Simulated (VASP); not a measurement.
LiBe2:

```
Li Be
1.0
     4.09271    0.00000    0.00000
    -2.04635    3.54439    0.00000
     0.00000    0.00000    2.50883
Li Be
1 2
Cartesian
  2.0464 1.1815 1.2544
  0.0000 0.0000 0.0000
  0.0000 2.3629 1.2544
```

* Program: VASP 6.6.1
* Task: relaxation of cell and atoms
* Functional: PBE
* Potentials or basis: VASP PAW PBE potentials, release 64 (Li_sv, Be)
* Cutoff: 600 eV
* k mesh: 6 × 6 × 6
* Occupations: gaussian, width 0.1 eV
* Spin: no spin polarisation

At the start: pressure -12.5 GPa; volume 12.13 Å³/atom.

How do energy, volume and symmetry change on relaxing?

Over 7 steps the energy falls by 167.1 meV/atom and the volume is 9.42 Å³/atom (-22.3 %); space group P-6m2 (No. 187, to 0.05 Å).

The path:
```
step  energy change (eV)  largest force (eV/Å)  pressure (GPa)  volume (Å³)
   1              0.0000                0.0000          -12.53        36.39
   2             -0.4090                0.0000           -7.26        31.58
   3             -0.4875                0.0000           -2.78        29.33
   4             -0.4892                0.0000           -1.62        28.87
   5             -0.4893                0.0000           -1.98        29.01
   6             -0.5010                0.0000           -0.58        28.38
   7             -0.5014                0.0000           -0.28        28.26
```

Final structure:
```
Li Be
1.0
     3.86410    0.00000    0.00000
    -1.93205    3.34641    0.00000
     0.00000    0.00000    2.18555
Li Be
1 2
Direct
  0.66667 0.33333 0.50000
  0.00000 0.00000 0.00000
  0.33333 0.66667 0.50000
```

Caveat: the k points lie up to 0.48 Å⁻¹ apart in the final cell; the cutoff is under 1.25 times the usual one of these potentials, so pressure, stress and relaxed cells hold a basis-set (Pulay) error; the volume moved by over 15 % at a fixed basis, so the end points are rough.
